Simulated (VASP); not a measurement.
# Cu (I4/mmm) in VASP: a series of runs

Cu is run at these levels: PBEsol; tasks: single point.

All numbers are computed with VASP 6.6.1; they aren't measurements. Logs are shortened: lines on timing, memory, paths and dates and some standing lists are left out, and cuts for length are marked.

**1. The cell of the first run**

Symmetry: I4/mmm, No. 139, tetragonal system. Conventional cell: a = 2.556 Å, b = 2.556 Å, c = 3.579 Å, α = 90.00°, β = 90.00°, γ = 90.00°. Cu (site symmetry 4/mmm) has 12 Cu at 2.54 to 2.56 Å within 3.4 Å.

**2. Single point, PBEsol (zz strain of -1 %)**

The input, INCAR:

```
ALGO = Normal
EDIFF = 1E-6
ENCUT = 520
GGA = PS
ISIF = 2
ISMEAR = -1
LASPH = True
LCHARG = True
LELF = True
LREAL = False
LVHAR = True
LWAVE = False
NBANDS = 12
NELM = 80
PREC = Accurate
SIGMA = 0.08
```

The input, KPOINTS:

```
k-points
0
Gamma
  19 19 19
```

The input, POSCAR:

```
Cu
1.0
    0.0000000000      1.8075000000      1.7894250000
    1.8075000000      0.0000000000      1.7894250000
    1.8075000000      1.8075000000      0.0000000000
Cu
1
Direct
    0.0000000000      0.0000000000      0.0000000000
```

Potentials or basis: VASP PAW PBE potentials, release 64 (Cu).

Started as:

```sh
$ cat potpaw_PBE.64/Cu/POTCAR > POTCAR
$ mpirun -np 1 vasp_std > vasp.out
```

OUTCAR:

```text
EDIFF = 1E-6
   ENCUT = 520
   GGA = PS
   ISIF = 2
   ISMEAR = -1
   LASPH = True
   LREAL = False
   NELM = 80
   PREC = Accurate

 ion  position               nearest neighbor table
   1  0.000  0.000  0.000-

  LATTYP: Found a body centered tetragonal cell.
 ALAT       =     2.5561910140
 C/A-ratio  =     1.4000714267

  Lattice vectors:

 A1 = (   0.0000000000,  -1.8075000000,  -1.7894250000)
 A2 = (   0.0000000000,   1.8075000000,  -1.7894250000)
 A3 = (   1.8075000000,   0.0000000000,   1.7894250000)

Analysis of symmetry for initial positions (statically):
=====================================================================
 Subroutine PRICEL returns:
 Original cell was already a primitive cell.

 Routine SETGRP: Setting up the symmetry group for a
 body centered tetragonal supercell.

 Subroutine GETGRP returns: Found 16 space group operations
 (whereof 16 operations were pure point group operations)
 out of a pool of 16 trial point group operations.

The static configuration has the point symmetry D_4h.

Analysis of symmetry for dynamics (positions and initial velocities):
=====================================================================
 Subroutine PRICEL returns:
 Original cell was already a primitive cell.

 Routine SETGRP: Setting up the symmetry group for a
 body centered tetragonal supercell.

 Subroutine GETGRP returns: Found 16 space group operations
 (whereof 16 operations were pure point group operations)
 out of a pool of 16 trial point group operations.

The dynamic configuration has the point symmetry D_4h.

 Subroutine INISYM returns: Found 16 space group operations
 (whereof 16 operations are pure point group operations),
 and found     1 'primitive' translations

----------------------------------------------------------------------------------------

                                     Primitive cell

  volume of cell :      11.6923

  direct lattice vectors                    reciprocal lattice vectors
     0.000000000  1.807500000  1.789425000    -0.276625173  0.276625173  0.279419367
     1.807500000  0.000000000  1.789425000     0.276625173 -0.276625173  0.279419367
     1.807500000  1.807500000  0.000000000     0.276625173  0.276625173 -0.279419367

  length of vectors
     2.543442172  2.543442172  2.556191014     0.480747496  0.480747496  0.480747496

  position of ions in fractional coordinates (direct lattice)
     0.000000000  0.000000000  0.000000000

  ion indices of the primitive-cell ions
   primitive index   ion index
                 1           1

----------------------------------------------------------------------------------------

 KPOINTS: k-points

Automatic generation of k-mesh.
 Grid dimensions read from file:
 generate k-points for:   19   19   19

 Generating k-lattice:

  Cartesian coordinates                     Fractional coordinates (reciprocal lattice)
    -0.014559220  0.014559220  0.014706282     0.052631579  0.000000000  0.000000000
     0.014559220 -0.014559220  0.014706282     0.000000000  0.052631579  0.000000000
     0.014559220  0.014559220 -0.014706282    -0.000000000 -0.000000000  0.052631579

  Length of vectors
     0.025302500  0.025302500  0.025302500

  Shift w.r.t. Gamma in fractional coordinates (k-lattice)
     0.000000000  0.000000000  0.000000000

 Subroutine IBZKPT returns following result:
 ===========================================

 Found    550 irreducible k-points:

 Following reciprocal coordinates:
            Coordinates               Weight
  0.000000  0.000000  0.000000      1.000000
  0.052632  0.000000  0.000000      8.000000
  0.105263  0.000000  0.000000      8.000000
  0.157895  0.000000  0.000000      8.000000
  0.210526 -0.000000  0.000000      8.000000
  0.263158  0.000000  0.000000      8.000000
[... 16 lines left out ...]
 -0.315789  0.052632  0.000000      8.000000
 -0.263158  0.052632  0.000000      8.000000
 [... further k-points ...]
   k-points           NKPTS =    550   k-points in BZ     NKDIM =    550   number of bands    NBANDS=     12
   number of dos      NEDOS =    301   number of ions     NIONS =      1
   total plane-waves  NPLWV =   8000
   dimension x,y,z NGX =    20 NGY =   20 NGZ =   20
   dimension x,y,z NGXF=    40 NGYF=   40 NGZF=   40
   ions per type =               1
   NGX,Y,Z   is equivalent  to a cutoff of  13.07, 13.07, 13.01 a.u.
   NGXF,Y,Z  is equivalent  to a cutoff of  26.15, 26.15, 26.01 a.u.
 SYSTEM =  unknown system
   PREC   = accura    normal or accurate (medium, high low for compatibility)
   ISTART =      0    job   : 0-new  1-cont  2-samecut
   ICHARG =      2    charge: 1-file 2-atom 10-const
   ISPIN  =      1    spin polarized calculation?
   LNONCOLLINEAR =      F non collinear calculations
   LSORBIT =      F    spin-orbit coupling
   LASPH  =      T    aspherical Exc in radial PAW
   ENCUT  =  520.0 eV  38.22 Ry    6.18 a.u.   4.73  4.73  4.75*2*pi/ulx,y,z
   NELM   =     80;   NELMIN=  2; NELMDL= -5     # of ELM steps
   EDIFF  = 0.1E-05   stopping-criterion for ELM
   LREAL  =      F    real-space projection
   EDIFFG = 0.1E-04   stopping-criterion for IOM
   NSW    =      0    number of steps for IOM
   IBRION =     -1    ionic relax: 0-MD 1-quasi-New 2-CG
   NFREE  =      0    steps in history (QN), initial steepest desc. (CG)
   ISIF   =      2    stress and relaxation
   ISYM   =      2    0-nonsym 1-usesym 2-fastsym
   POTIM  = 0.5000    time-step for ionic-motion
   TEBEG  =    0.0;   TEEND  =   0.0 temperature during run
   PSTRESS=    0.0 pullay stress
   NELECT =      11.0000    total number of electrons
   NUPDOWN=      -1.0000    fix difference up-down
   EMIN   =  10.00;   EMAX   =-10.00  energy-range for DOS
   EFERMI =   0.00;   METHOD = LEGACY
   ISMEAR =    -1;   SIGMA  =   0.08  broadening in eV -4-tet -1-fermi 0-gaus
   EFERMI_NEDOS =   21; number of points for ismear=-14 and -15
   IALGO  =     38    algorithm
   IMIX   =      4    mixing-type and parameters
     AMIX     =   0.40;   BMIX     =  1.00
     AMIX_MAG =   1.60;   BMIX_MAG =  1.00
  volume/ion in A,a.u.               =      11.69        78.90
  Fermi-wavevector in a.u.,A,eV,Ry     =   1.604128  3.031362 35.010875  2.573227
  Thomas-Fermi vector in A             =   2.700682
   LORBIT       =      0    0 simple, 1 ext, 2 COOP (PROOUT), +10 PAW based schemes
   GGA     = PS    functional components
   LHFCALC =     F    Hartree Fock is set to
   AEXX    =    0.0000 exact exchange contribution
   IVDW    =     0    specifies the selected vdW correction
   LEPSILON=     F    determine dielectric tensor
   LRPA    =     F    only Hartree local field effects (RPA)
 non-spin polarized calculation
  energy-cutoff  :      520.00
  volume of cell :       11.69
 maximum number of plane-waves:       331
   NGX =  9   NGY =  9   NGZ =  9

 number of electron      11.0000006 magnetization

 Free energy of the ion-electron system (eV)
  ---------------------------------------------------
  ext. energy  EPLUGINS =         0.00000000
  ---------------------------------------------------
  free energy    TOTEN  =        -4.30603634 eV

  energy without entropy =       -4.29884920  energy(sigma->0) =       -4.30244277

 E-fermi :   7.5572     XC(G=0): -12.9672

 val. band max:        7.5473057864   @ k =  -0.1053   0.3684   0.3158
 cond. band min:       7.5585331616   @ k =  -0.3684   0.0000   0.1579
 fundamental gap:      0.0112273752
 Fermi energy:         7.5572345696

 k-point     1 :       0.0000    0.0000    0.0000
  band No.  band energies     occupation
      1      -1.9410      2.00000
      2       4.4455      2.00000
      3       4.4455      2.00000
      4       4.4951      2.00000
      5       5.2817      2.00000
      6       5.3309      2.00000
      7      30.1904      0.00000
      8      32.8670      0.00000
      9      32.8670      0.00000
     10      32.9082      0.00000
     11      35.3469      0.00000
     12      35.3747      0.00000

 k-point     2 :       0.0526    0.0000    0.0000
  band No.  band energies     occupation
      1      -1.8392      2.00000
      2       4.4322      2.00000
      3       4.4652      2.00000
      4       4.5060      2.00000
      5       5.2743      2.00000
      6       5.3224      2.00000
      7      29.6319      0.00000
      8      31.5691      0.00000
      9      32.5253      0.00000
     10      32.5617      0.00000
     11      35.8353      0.00000
     12      35.8572      0.00000

 k-point     3 :       0.1053    0.0000    0.0000
  band No.  band energies     occupation
      1      -1.5370      2.00000
      2       4.3770      2.00000
      3       4.5169      2.00000
      4       4.5526      2.00000
      5       5.2592      2.00000
      6       5.3036      2.00000
      7      27.4196      0.00000
      8      30.9294      0.00000
      9      31.8816      0.00000
     10      31.9388      0.00000
     11      36.8607      0.00000
     12      36.8742      0.00000

 k-point     4 :       0.1579    0.0000    0.0000
  band No.  band energies     occupation
      1      -1.0445      2.00000
      2       4.2961      2.00000
      3       4.5769      2.00000
      4       4.6134      2.00000
      5       5.2585      2.00000
      6       5.2949      2.00000
      7      24.6953      0.00000
      8      30.6766      0.00000
      9      31.2503      0.00000
     10      31.3380      0.00000
     11      37.2092      0.00000
     12      37.6486      0.00000

 k-point     5 :       0.2105   -0.0000    0.0000
  band No.  band energies     occupation
      1      -0.3839      2.00000
      2       4.2223      2.00000
      3       4.6084      2.00000
      4       4.6497      2.00000
      5       5.3055      2.00000
      6       5.3293      2.00000
      7      21.9849      0.00000
      8      30.3575      0.00000
      9      30.7104      0.00000
     10      30.8413      0.00000
     11      36.8672      0.00000
     12      37.0604      0.00000

 k-point     6 :       0.2632    0.0000    0.0000
  band No.  band energies     occupation
      1       0.3989      2.00000
      2       4.2068      2.00000
      3       4.5913      2.00000
      4       4.6376      2.00000
      5       5.4141      2.00000
      6       5.4244      2.00000
      7      19.3851      0.00000
      8      29.9449      0.00000
      9      30.2788      0.00000
     10      30.4599      0.00000
     11      35.6142      0.00000
     12      36.0066      0.00000

 k-point     7 :       0.3158   -0.0000    0.0000
  band No.  band energies     occupation
      1       1.2051      2.00000
      2       4.3438      2.00000
      3       4.5410      2.00000
      4       4.5901      2.00000
      5       5.5589      2.00000
      6       5.5598      2.00000
      7      16.9417      0.00000
      8      29.5055      0.00000
      9      29.9549      0.00000
     10      30.1865      0.00000
     11      34.4820      0.00000
     12      34.8599      0.00000

 k-point     8 :       0.3684   -0.0000    0.0000
  band No.  band energies     occupation
      1       1.8577      2.00000
      2       4.4829      2.00000
      3       4.5331      2.00000
      4       4.7823      2.00000
      5       5.6959      2.00000
      6       5.7057      2.00000
      7      14.7070      0.00000
      8      29.1109      0.00000
      9      29.7318      0.00000
     10      30.0153      0.00000
     11      33.5734      0.00000
     12      33.9140      0.00000
[... 166 lines left out ...]
 k-point    20 :      -0.4737    0.0526    0.0000
  band No.  band energies     occupation
      1       2.4268      2.00000
      2       4.4203      2.00000
      3       4.4380      2.00000
      4       5.5041      2.00000
      5       5.8811      2.00000
      6       6.9084      1.99940
      7      11.3589      0.00000
      8      27.8830      0.00000
      9      28.9449      0.00000
     10      29.0248      0.00000
     11      33.2752      0.00000
     12      34.0893      0.00000

 k-point    21 :      -0.4211    0.0526    0.0000
  band No.  band energies     occupation
      1       2.3438      2.00000
      2       4.4426      2.00000
      3       4.4525      2.00000
      4       5.3351      2.00000
      5       5.8074      2.00000
      6       6.4464      2.00000
      7      12.3240      0.00000
      8      27.6343      0.00000
      9      29.1406      0.00000
     10      29.5651      0.00000
     11      32.9845      0.00000
     12      34.3974      0.00000

 k-point    22 :      -0.3684    0.0526    0.0000
  band No.  band energies     occupation
      1       2.0728      2.00000
      2       4.4895      2.00000
      3       4.4919      2.00000
      4       4.8346      2.00000
      5       5.6804      2.00000
      6       6.0145      2.00000
      7      14.1040      0.00000
      8      27.4863      0.00000
      9      29.5023      0.00000
     10      30.3397      0.00000
     11      32.9215      0.00000
     12      34.7874      0.00000

 k-point    23 :      -0.3158    0.0526    0.0000
  band No.  band energies     occupation
      1       1.5161      2.00000
      2       4.3740      2.00000
      3       4.5488      2.00000
      4       4.5514      2.00000
      5       5.5202      2.00000
      6       5.7846      2.00000
      7      16.2595      0.00000
      8      27.4830      0.00000
      9      30.0335      0.00000
     10      31.1566      0.00000
     11      33.1803      0.00000
     12      35.1701      0.00000

 k-point    24 :      -0.2632    0.0526    0.0000
  band No.  band energies     occupation
      1       0.7437      2.00000
      2       4.1845      2.00000
      3       4.6080      2.00000
      4       4.6128      2.00000
      5       5.3560      2.00000
      6       5.6115      2.00000
      7      18.6449      0.00000
      8      27.6296      0.00000
      9      30.6628      0.00000
     10      31.8265      0.00000
     11      33.9234      0.00000
     12      35.4377      0.00000

 [... further k-points ...]
[... 5 lines left out ...]
  --------------------------------------------------------------------------------------
  -------------------------------------------------------------------------------------
  Total       -0.3350667     -0.3350667     -0.3047456      0.0000000     -0.0000000      0.0000000
  in kB      -45.9136392    -45.9136392    -41.7587872      0.0000000     -0.0000000      0.0000000
  external PRESSURE =     -44.5286885 kB  Pullay stress =       0.0000000 kB

 VOLUME and BASIS-vectors are now :
 -----------------------------------------------------------------------------
  energy-cutoff  :      520.00
  volume of cell :       11.69
      direct lattice vectors                 reciprocal lattice vectors
     0.000000000  1.807500000  1.789425000    -0.276625173  0.276625173  0.279419367
     1.807500000  0.000000000  1.789425000     0.276625173 -0.276625173  0.279419367
     1.807500000  1.807500000  0.000000000     0.276625173  0.276625173 -0.279419367

 POSITION                                       TOTAL-FORCE (eV/Angst)
 -----------------------------------------------------------------------------------
      0.00000      0.00000      0.00000        -0.000000      0.000000      0.000000
 -----------------------------------------------------------------------------------
    total drift:                                0.000000     -0.000000      0.000000

  FREE ENERGIE OF THE ION-ELECTRON SYSTEM (eV)
  ---------------------------------------------------
  free  energy   TOTEN  =        -4.3060363399 eV

  energy  without entropy=       -4.2988491999  energy(sigma->0) =       -4.30244277
```

Wall time 52 s (1 thread of Intel Xeon Platinum 8488C (Sapphire Rapids), shared host); peak memory 0.19 GiB.

Results:

- Free energy: -4.3060 eV
- Pressure: -4.5 GPa

Levels at points of the mesh, in eV from the Fermi level:
```tsv
k point	band 4	band 5	band 6	band 7	band 8	band 9
(0.00, 0.00, 0.00)	-3.06	-2.28	-2.23	22.63	25.31	25.31
```

Caveat: the cell differs from its parent crystal (zz strain of -1 %); the PAW data sets were made with another functional, which shifts forces and pressure a little.

**3. Single point, PBEsol (zz strain of +2 %)**

The input, INCAR:

```
SYSTEM = Cu
  ALGO = Normal
  EDIFF = 1E-6
  ENCUT = 520
  GGA = PS
  ISIF = 2
  ISMEAR = -1
  LASPH = .True.
  LCHARG = .False.
  LREAL = .False.
  LWAVE = .False.
  NBANDS = 12
  NELM = 100
  PREC = Accurate
  SIGMA = 0.08
```

The input, KPOINTS:

```
k-points
0
Gamma
  19 19 19
  0 0 0
```

The input, POSCAR:

```
Cu
1.0
    0.0000000000      1.8075000000      1.8436500000
    1.8075000000      0.0000000000      1.8436500000
    1.8075000000      1.8075000000      0.0000000000
Cu
1
Direct
    0.0000000000      0.0000000000      0.0000000000
```

Potentials or basis: VASP PAW PBE potentials, release 64 (Cu).

Started as:

```sh
$ cat potpaw_PBE.64/Cu/POTCAR > POTCAR
$ mpirun -np 1 vasp_std > vasp.out
```

It took 49 s on 1 thread of Intel Xeon Platinum 8488C (Sapphire Rapids), shared host; peak memory 0.18 GiB.

The run converged. Its results:

```
Free energy : -4.2916 eV
Pressure    : -8.4 GPa
```

Stress tensor (GPa, compression positive):
```
-8.05  0.00  0.00
 0.00 -8.05  0.00
 0.00  0.00 -8.99
```

Levels at points of the mesh, in eV from the Fermi level:
```tsv
k point	band 4	band 5	band 6	band 7	band 8	band 9
(0.00, 0.00, 0.00)	-2.96	-2.24	-2.14	22.41	24.82	24.88
```

Caveat: the cell differs from its parent crystal (zz strain of +2 %); the PAW data sets were made with another functional, which shifts forces and pressure a little.
